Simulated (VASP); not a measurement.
# Er2O (Fm-3m) in VASP: notebook, part 2 of 2

VASP 6.6.1. The steps go on from the part before.

## (3) Single point, PBE

This run uses another cell than the first one, of 20.88 Å³/atom.

INCAR reads:

```
SYSTEM = Er2O
PREC = Accurate
ENCUT = 600
EDIFF = 1E-6
ISMEAR = 0
SIGMA = 0.1
LREAL = .False.
LASPH = .True.
NELM = 200
ALGO = Normal
ISIF = 2
LWAVE = .False.
LCHARG = .False.
GGA = PE
NBANDS = 19
GGA_COMPAT = .False.
LMAXMIX = 6
```

KPOINTS reads:

```
Automatic mesh
0
Gamma
  6 6 6
  0 0 0
```

POSCAR reads:

```
Er2O
1.0
    0.0000000000      3.1522932500      3.1522932500
    3.1522932500      0.0000000000      3.1522932500
    3.1522932500      3.1522932500      0.0000000000
Er O
2 1
Direct
    0.7500000000      0.7500000000      0.7500000000
    0.2500000000      0.2500000000      0.2500000000
    0.5000000000      0.5000000000      0.5000000000
```

Potentials or basis: VASP PAW PBE potentials, release 64 (Er_3, O), 4f in core.

Started as:

```bash
$ cat potpaw_PBE.64/Er_3/POTCAR potpaw_PBE.64/O/POTCAR > POTCAR
$ mpirun -np 1 vasp_std > vasp.out
```

It took 23 s on 1 thread of Intel Xeon Platinum 8375C at 2.90GHz (Ice Lake), shared host; peak memory 0.21 GiB.

The run converged. Its results:

- Free energy: -16.3992 eV
- Pressure: -7.6 GPa
- Band gap on the k mesh: zero (bands 12 and 13 overlap by 1.59 eV)

Levels at points of the mesh, in eV from the Fermi level:
| k point | band 8 | band 9 | band 10 | band 11 | band 12 | band 13 | band 14 | band 15 | band 16 | band 17 |
| --- | --- | --- | --- | --- | --- | --- | --- | --- | --- | --- |
| (0.00, 0.00, 0.00) | -5.20 | -5.20 | -5.20 | -3.77 | -1.02 | -1.02 | 1.70 | 1.70 | 1.70 | 6.00 |
| (0.50, 0.00, 0.00) | -5.23 | -4.78 | -4.78 | -0.67 | 0.57 | 0.92 | 0.92 | 2.24 | 2.24 | 2.72 |
| (0.50, 0.50, 0.00) | -5.75 | -4.47 | -4.47 | -1.76 | -0.36 | -0.14 | 0.69 | 3.14 | 3.14 | 3.26 |

Caveat: the cell stands under tension; spin-orbit coupling is left out, which moves the levels of the heavy elements; the 4f electrons are frozen in the core, so they carry no moment and show no levels; the run has no spin polarisation, though such a crystal can be magnetic. With open d or f shells a metallic result of PBE can be an artefact of self-interaction; +U or a hybrid may open a gap.

## (4) Relaxation of cell and atoms, PBE

This run uses another cell than the first one, of 20.88 Å³/atom.

INCAR reads:

```
ALGO     = Normal         # electronic algorithm
EDIFF    = 1E-7           # SCF threshold, eV
EDIFFG   = -0.04          # ionic threshold
ENCUT    = 600            # plane-wave cutoff, eV
GGA      = PE             # functional
GGA_COMPAT= False        
IBRION   = 2              # ionic algorithm
ISIF     = 3              # what is computed and relaxed
ISMEAR   = 0              # smearing method
LASPH    = True           # aspherical terms in the spheres
LCHARG   = False          # write CHGCAR
LMAXMIX  = 6              # l up to which the mixer works
LREAL    = False          # projectors in reciprocal space
LWAVE    = False          # write WAVECAR
NELM     = 200            # most SCF steps
NELMIN   = 4            
NSW      = 90             # ionic steps
PREC     = Accurate       # precision mode
SIGMA    = 0.1            # smearing width, eV
```

KPOINTS reads:

```
k-points
0
Gamma
  6 6 6
```

POSCAR is that of step 3.

Started as:

```bash
$ cat potpaw_PBE.64/Er_3/POTCAR potpaw_PBE.64/O/POTCAR > POTCAR
$ mpirun -np 1 vasp_std > vasp.out
```

It took 51 s on 1 thread of Intel Xeon Platinum 8375C at 2.90GHz (Ice Lake), shared host; peak memory 0.22 GiB.

It converged, with:

* Free energy: -16.6177 eV
* Relaxed volume: 18.16 Å³/atom
* Relaxed cell: a = 4.255 Å, b = 4.255 Å, c = 4.255 Å, α = 60.00°, β = 60.00°, γ = 60.00°
* Space group after relaxing (to 0.1 Å): Fm-3m (No. 225)
* Energy gained by relaxing: 72.8 meV/atom
* Ionic steps: 3
* Pressure after relaxing: 0.0 GPa
* Band gap on the k mesh: zero (bands 12 and 13 overlap by 2.35 eV)

Step by step:
```csv
step,energy change (eV),largest force (eV/Å),pressure (GPa),volume (Å³)
1,0.0000,0.0000,-7.59,62.65
2,-0.2179,0.0000,0.53,54.10
3,-0.2185,0.0000,0.01,54.48
```

Final structure:
```yaml
crystal:
  lattice:
    - [0.00000, 3.00879, 3.00879]
    - [3.00879, 0.00000, 3.00879]
    - [3.00879, 3.00879, 0.00000]
  atoms:
    - { symbol: Er, position: [0.75000, 0.75000, 0.75000] }
    - { symbol: Er, position: [0.25000, 0.25000, 0.25000] }
    - { symbol: O, position: [0.50000, 0.50000, 0.50000] }
```

Levels at points of the mesh, in eV from the Fermi level:
```tsv
k point	band 9	band 10	band 11	band 12	band 13	band 14	band 15	band 16
(0.00, 0.00, 0.00)	-6.00	-6.00	-3.67	-1.35	-1.35	1.89	1.89	1.89
(0.50, 0.00, 0.00)	-5.43	-5.43	-0.81	1.00	1.00	1.38	2.60	2.60
(0.50, 0.50, 0.00)	-5.01	-5.01	-2.12	-0.31	-0.30	1.02	3.53	3.53
```

Caveat: spin-orbit coupling is left out, which moves the levels of the heavy elements; the 4f electrons are frozen in the core, so they carry no moment and show no levels; the run has no spin polarisation, though such a crystal can be magnetic. Spin polarisation is off, so any magnetic state and its effect on volume and gap are missing.

## (5) Single point, PBE

This run uses another cell than the first one, of 18.10 Å³/atom.

INCAR reads:

```
SYSTEM = Er2O
PREC     = Accurate       ! precision mode
ENCUT    = 600            ! plane-wave cutoff, eV
EDIFF    = 1E-6           ! SCF threshold, eV
ISMEAR   = 0              ! smearing method
SIGMA    = 0.1            ! smearing width, eV
LREAL    = .FALSE.        ! projectors in reciprocal space
LASPH    = .TRUE.         ! aspherical terms in the spheres
NELM     = 200            ! most SCF steps
ALGO     = Normal         ! electronic algorithm
ISIF     = 2              ! what is computed and relaxed
LWAVE    = .FALSE.        ! write WAVECAR
LCHARG   = .TRUE.         ! write CHGCAR
GGA      = PE             ! functional
LELF     = .TRUE.         ! ELF
LVHAR    = .TRUE.       
NBANDS   = 19             ! bands
GGA_COMPAT= .FALSE.      
LMAXMIX  = 6              ! l up to which the mixer works
```

KPOINTS reads:

```
Automatic mesh
0
G
  14 14 14
  0 0 0
```

POSCAR reads:

```
Er2O
1.0
    0.0000000000      3.0054967702      3.0054967702
    3.0054967702      0.0000000000      3.0054967702
    3.0054967702      3.0054967702      0.0000000000
Er O
2 1
Direct
    0.7500000000      0.7500000000      0.7500000000
    0.2500000000      0.2500000000      0.2500000000
    0.5000000000      0.5000000000      0.5000000000
```

Started as:

```bash
$ cat potpaw_PBE.64/Er_3/POTCAR potpaw_PBE.64/O/POTCAR > POTCAR
$ mpirun -np 1 vasp_std > vasp.out
```

Run time: 1.7 min. Hardware: 1 thread of Intel Xeon Platinum 8375C at 2.90GHz (Ice Lake), shared host; peak memory 0.28 GiB.

The run converged. Its results:

```yaml
Free_energy: -16.6050 eV
Pressure: 0.3 GPa
Band_gap_on_the_k_mesh: zero (bands 12 and 13 overlap by 2.36 eV)
```

Levels at points of the mesh, in eV from the Fermi level:
```tsv
k point	band 10	band 11	band 12	band 13	band 14	band 15
(0.00, 0.00, 0.00)	-6.02	-3.66	-1.35	-1.35	1.90	1.90
(0.50, 0.00, 0.00)	-5.44	-0.81	1.01	1.01	1.41	2.61
(0.50, 0.50, 0.00)	-5.02	-2.12	-0.30	-0.29	1.03	3.55
```

Caveat: spin-orbit coupling is left out, which moves the levels of the heavy elements; the 4f electrons are frozen in the core, so they carry no moment and show no levels; the run has no spin polarisation, though such a crystal can be magnetic.

## (6) Relaxation of cell and atoms, PBE

INCAR reads:

```
SYSTEM = Er2O
PREC = Accurate ; ENCUT = 600
EDIFF = 1E-7 ; ISMEAR = 0
SIGMA = 0.1 ; LREAL = .False.
LASPH = .True. ; NELM = 200
ALGO = Normal ; ISIF = 3
LWAVE = .False. ; LCHARG = .False.
GGA = PE ; IBRION = 2
NSW = 100 ; EDIFFG = -0.01
GGA_COMPAT = .False. ; NELMIN = 4
LMAXMIX = 6
```

KPOINTS reads:

```
regular mesh
0
Gamma
  14 14 14
  0 0 0
```

POSCAR reads:

```
Er2O
1.0
    0.0000000000      3.0075719155      3.0075719155
    3.0075719155      0.0000000000      3.0075719155
    3.0075719155      3.0075719155      0.0000000000
Er O
2 1
Direct
    0.7500000000      0.7500000000      0.7500000000
    0.2500000000      0.2500000000      0.2500000000
    0.5000000000      0.5000000000      0.5000000000
```

Potentials or basis: VASP PAW PBE potentials, release 64 (Er_3, O), 4f in core.

Started as:

```bash
$ cat potpaw_PBE.64/Er_3/POTCAR potpaw_PBE.64/O/POTCAR > POTCAR
$ mpirun -np 1 vasp_std > vasp.out
```

Wall time 2.8 min (1 thread of Intel Xeon Platinum 8375C at 2.90GHz (Ice Lake), shared host); peak memory 0.28 GiB.

The run converged. Its results:

| Property | Result |
| --- | --- |
| Free energy | -16.6053 eV |
| Relaxed volume | 18.18 Å³/atom |
| Relaxed cell | a = 4.256 Å, b = 4.256 Å, c = 4.256 Å, α = 60.00°, β = 60.00°, γ = 60.00° |
| Space group after relaxing (to 0.1 Å) | Fm-3m (No. 225) |
| Energy gained by relaxing | 0.0 meV/atom |
| Ionic steps | 2 |
| Pressure after relaxing | 0.0 GPa |
| Band gap on the k mesh | zero (bands 12 and 13 overlap by 2.35 eV) |

Final structure:
```yaml
crystal:
  lattice:
    - [0.00000, 3.00972, 3.00972]
    - [3.00972, 0.00000, 3.00972]
    - [3.00972, 3.00972, 0.00000]
  atoms:
    - { symbol: Er, position: [0.75000, 0.75000, 0.75000] }
    - { symbol: Er, position: [0.25000, 0.25000, 0.25000] }
    - { symbol: O, position: [0.50000, 0.50000, 0.50000] }
```

Levels at points of the mesh, in eV from the Fermi level:
| k point | band 10 | band 11 | band 12 | band 13 | band 14 | band 15 |
| --- | --- | --- | --- | --- | --- | --- |
| (0.00, 0.00, 0.00) | -5.99 | -3.66 | -1.34 | -1.34 | 1.90 | 1.90 |
| (0.50, 0.00, 0.00) | -5.42 | -0.81 | 1.01 | 1.01 | 1.38 | 2.60 |
| (0.50, 0.50, 0.00) | -5.00 | -2.11 | -0.30 | -0.29 | 1.02 | 3.54 |

Caveat: spin-orbit coupling is left out, which moves the levels of the heavy elements; the 4f electrons are frozen in the core, so they carry no moment and show no levels; the run has no spin polarisation, though such a crystal can be magnetic. Spin polarisation is off, so any magnetic state and its effect on volume and gap are missing.

## (7) The runs side by side

```tsv
task	cell	k mesh	gap on the mesh (eV)	pressure (GPa)	relaxed volume (Å³/atom)
single point	a = 4.253 Å, angles 60.0°, 3 atoms	6 × 6 × 6	none	0.1	-
single point	a = 4.458 Å, angles 60.0°, 3 atoms	6 × 6 × 6	none	-7.6	-
relaxation of cell and atoms	relaxed from a = 4.458 Å, angles 60.0°, 3 atoms	6 × 6 × 6	none	0.0	18.16
single point	a = 4.250 Å, angles 60.0°, 3 atoms	14 × 14 × 14	none	0.3	-
relaxation of cell and atoms	relaxed from a = 4.253 Å, angles 60.0°, 3 atoms	14 × 14 × 14	none	0.0	18.18
```

Alike in all rows: level PBE; potentials or basis VASP PAW PBE potentials, release 64 (Er_3, O), 4f in core; no spin polarisation; cutoff (eV) 600; smearing gaussian 0.1 eV.

Caveats: spin-orbit coupling is left out, which moves the levels of the heavy elements; the 4f electrons are frozen in the core, so they carry no moment and show no levels; the run has no spin polarisation, though such a crystal can be magnetic; the cell stands under tension (at least some runs).

Absolute energies hang on the potentials; compare differences alone.
